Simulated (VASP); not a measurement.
A run of VASP 6.6.1 is set up as follows.

The input INCAR:

```
SYSTEM = MgO
ALGO     = Normal         ! electronic algorithm
EDIFF    = 1E-7           ! SCF threshold, eV
EDIFFG   = -0.002         ! ionic threshold
ENCUT    = 600            ! plane-wave cutoff, eV
GGA      = CA             ! functional
GGA_COMPAT= .False.      
IBRION   = 2              ! ionic algorithm
ISIF     = 3              ! what is computed and relaxed
ISMEAR   = 0              ! smearing method
LASPH    = .True.         ! aspherical terms in the spheres
LCHARG   = .False.        ! write CHGCAR
LREAL    = .False.        ! projectors in reciprocal space
LWAVE    = .False.        ! write WAVECAR
NELM     = 120            ! most SCF steps
NELMIN   = 4            
NSW      = 100            ! ionic steps
PREC     = Accurate       ! precision mode
PSTRESS  = 43.0         
SIGMA    = 0.02           ! smearing width, eV
```

Contents of KPOINTS:

```
k-points
0
Gamma
  10 10 10
  0 0 0
```

POSCAR

```
MgO
1.0
    0.0000000000      2.1085000000      2.1085000000
    2.1085000000      0.0000000000      2.1085000000
    2.1085000000      2.1085000000      0.0000000000
Mg O
1 1
Direct
    0.0000000000      0.0000000000      0.0000000000
    0.5000000000      0.5000000000      0.5000000000
```

Potentials or basis: VASP PAW LDA potentials, release 64 (Mg, O).

Launch:

```bash
$ cat potpaw_LDA.64/Mg/POTCAR potpaw_LDA.64/O/POTCAR > POTCAR
$ mpirun -np 1 vasp_std > vasp.out
```

**Question.** Predict the relaxed cell.

**Answer.** a = 2.908 Å, b = 2.908 Å, c = 2.908 Å, α = 60.00°, β = 60.00°, γ = 60.00°.

**Question.** Predict the space group after relaxing (to 0.1 Å).

**Answer.** Fm-3m (No. 225).

Final structure:
```cif
data_structure
_symmetry_space_group_name_H-M 'P 1'
_symmetry_Int_Tables_number 1
_cell_length_a 2.9076
_cell_length_b 2.9076
_cell_length_c 2.9076
_cell_angle_alpha 60.000
_cell_angle_beta 60.000
_cell_angle_gamma 60.000
_cell_volume 17.38
loop_
_atom_site_label
_atom_site_type_symbol
_atom_site_fract_x
_atom_site_fract_y
_atom_site_fract_z
_atom_site_occupancy
Mg1 Mg 0.00000 0.00000 0.00000 1
O1 O 0.50000 0.50000 0.50000 1
```

Caveat: the cell is relaxed towards a set pressure, so the run minimises the enthalpy, not the energy. LDA usually gives volumes a few per cent too small.
